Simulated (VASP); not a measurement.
A run of VASP 6.6.1 is set up as follows.

Contents of POSCAR:

```
TiCo2
1.0
    0.0000000000      3.3436872293      3.3436872293
    3.3436872293      0.0000000000      3.3436872293
    3.3436872293      3.3436872293      0.0000000000
Ti Co
2 4
Direct
    0.5000000000      0.5000000000      0.5000000000
    0.7500000000      0.7500000000      0.7500000000
    0.1250000000      0.1250000000      0.1250000000
    0.6250000000      0.1250000000      0.1250000000
    0.1250000000      0.1250000000      0.6250000000
    0.1250000000      0.6250000000      0.1250000000
```

INCAR.step1

```
  PREC = Accurate
  ENCUT = 520
  ISMEAR = 0
  SIGMA = 0.1
  LREAL = False
  LASPH = True
  NELM = 150
  ISPIN = 2
  MAGMOM = -0.71 -0.71 1.69 1.69 1.69 1.69
  LMAXMIX = 4
  NBANDS = 43
  GGA = PE
  ALGO = Normal
  EDIFF = 1E-4
  LWAVE = True
  LCHARG = False
```

INCAR.step2

```
  PREC = Accurate
  ENCUT = 520
  EDIFF = 1E-7
  ISMEAR = 0
  SIGMA = 0.1
  LREAL = False
  LASPH = True
  NELM = 150
  ALGO = Normal
  ISIF = 2
  LWAVE = False
  LCHARG = True
  ISPIN = 2
  MAGMOM = -0.71 -0.71 1.69 1.69 1.69 1.69
  LORBIT = 11
  LMAXMIX = 4
  METAGGA = R2SCAN
  LMIXTAU = True
  LELF = True
  LVHAR = True
  NBANDS = 43
  ISTART = 1
```

Contents of KPOINTS:

```
Automatic mesh
0
Gamma
  10 10 10
```

Potentials or basis: VASP PAW PBE potentials, release 64 (Ti_sv, Co).

The run is started by

```sh
$ cat potpaw_PBE.64/Ti_sv/POTCAR potpaw_PBE.64/Co/POTCAR > POTCAR
$ cp INCAR.step1 INCAR
$ mpirun -np 1 vasp_std > vasp.out
$ cp INCAR.step2 INCAR
$ mpirun -np 1 vasp_std > vasp.out
```

(1) What does it give for the net moment?

(2) What does it give for the site moments?

(3) What does it give for the pressure?

Results:

(1) 4.06 μB per cell.

(2) Ti -0.64; Co +1.48 μB.

(3) 0.0 GPa.

Caveat: the PAW data sets were made with another functional, which shifts forces and pressure a little.
